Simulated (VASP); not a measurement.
Input of a VASP 6.6.1 run:

File INCAR:

```
SYSTEM = EuHg2
PREC = Accurate
ENCUT = 550
EDIFF = 1E-6
ISMEAR = -1
SIGMA = 0.1
LREAL = .False.
LASPH = .True.
NELM = 200
ALGO = Normal
ISIF = 2
LWAVE = .False.
LCHARG = .False.
ISPIN = 2
MAGMOM = 7 0 0
LORBIT = 11
LMAXMIX = 6
GGA = CA
NBANDS = 40
GGA_COMPAT = .False.
```

File KPOINTS:

```
Automatic mesh
0
Gamma
  6 6 6
  0 0 0
```

Contents of POSCAR:

```
EuHg2
1.0
    4.9700000000      0.0000000000      0.0000000000
   -2.4850000000      4.3041462568      0.0000000000
    0.0000000000      0.0000000000      3.7050000000
Eu Hg
1 2
Direct
    0.0000000000      0.0000000000      0.0000000000
    0.3333333333      0.6666666667      0.5000000000
    0.6666666667      0.3333333333      0.5000000000
```

Potentials or basis: VASP PAW PBE potentials, release 64 (Eu, Hg_sv_GW).

The run is started by

```console
$ cat potpaw_PBE.64/Eu/POTCAR potpaw_PBE.64/Hg_sv_GW/POTCAR > POTCAR
$ mpirun -np 1 vasp_std > vasp.out
```

(1) Estimate the net moment.

(2) What does it give for the site moments?

(3) What does it give for the pressure?

Results:

(1) 6.94 μB per cell.

(2) Eu +6.57; Hg +0.00 μB.

(3) -4.3 GPa.

Caveat: the cell stands under tension; the PAW data sets were made with another functional, which shifts forces and pressure a little.
